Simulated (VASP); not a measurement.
# HfO2: single point with r2SCAN

The system is HfO2.

```xyz
6
Lattice="0.0000 -2.5292 -2.5292 -2.5292 0.0000 -2.5292 2.5292 2.5292 -5.0583" Properties=species:S:1:pos:R:3 pbc="T T T"
Hf    0.0817    0.0817   -4.8950
Hf   -0.0817   -0.0817   -0.1633
O     1.2745    1.2745   -3.7739
O    -1.2745   -1.2745   -3.8136
O     1.2547    1.2547   -6.3428
O    -1.2547   -1.2547   -6.3030
```

This cell differs from its parent crystal: atoms displaced along a vibrational mode.

- Program: VASP 6.6.1
- Task: single point
- Functional: r2SCAN
- Potentials or basis: VASP PAW PBE potentials, release 64 (Hf_pv, O)
- Cutoff: 520 eV
- k mesh: 6 × 6 × 8
- Occupations: gaussian, width 0.05 eV
- Spin: no spin polarisation

| Item | Value |
| --- | --- |
| Pressure | -0.2 GPa |
| Largest force | 1.311 eV/Å |
| Band gap on the k mesh | 4.52 eV |

Forces on the atoms (eV/Å):
```
Hf  -0.599 -0.599 -1.001
Hf   0.599  0.599  1.001
O    0.292  0.292  0.094
O    0.196  0.196  0.070
O   -0.292 -0.292 -0.094
O   -0.196 -0.196 -0.070
```

Stress tensor (GPa, compression positive):
```
 0.15  1.57  2.09
 1.57  0.15  2.09
 2.09  2.09 -1.01
```

Levels at points of the mesh, in eV from the valence-band top:
```
           k point  band 20  band 21  band 22  band 23  band 24  band 25
(0.00, 0.00, 0.00)    -0.84    -0.71    -0.56     4.76     4.77     5.45
(0.50, 0.00, 0.00)    -1.09    -0.93    -0.91     4.85     5.18     5.94
(0.50, 0.50, 0.00)    -1.41    -1.22     0.00     4.52     5.29     5.55
(0.00, 0.00, 0.50)    -1.56    -1.19    -1.14     5.23     5.41     5.59
(0.50, 0.00, 0.50)    -1.37    -1.07    -0.01     4.53     5.28     5.43
(0.50, 0.50, 0.50)    -1.30    -0.98    -0.96     4.84     5.61     5.77
```

Wall time 5 min on 1 thread of Intel(R) Xeon(R) 6975P-C (Granite Rapids), with other jobs on the host, peak memory 0.29 GiB.

Caveat: the cell differs from its parent crystal (atoms displaced along a vibrational mode); the PAW data sets were made with another functional, which shifts forces and pressure a little; spin-orbit coupling is left out, which moves the levels of the heavy elements. A k mesh can miss the band edges.
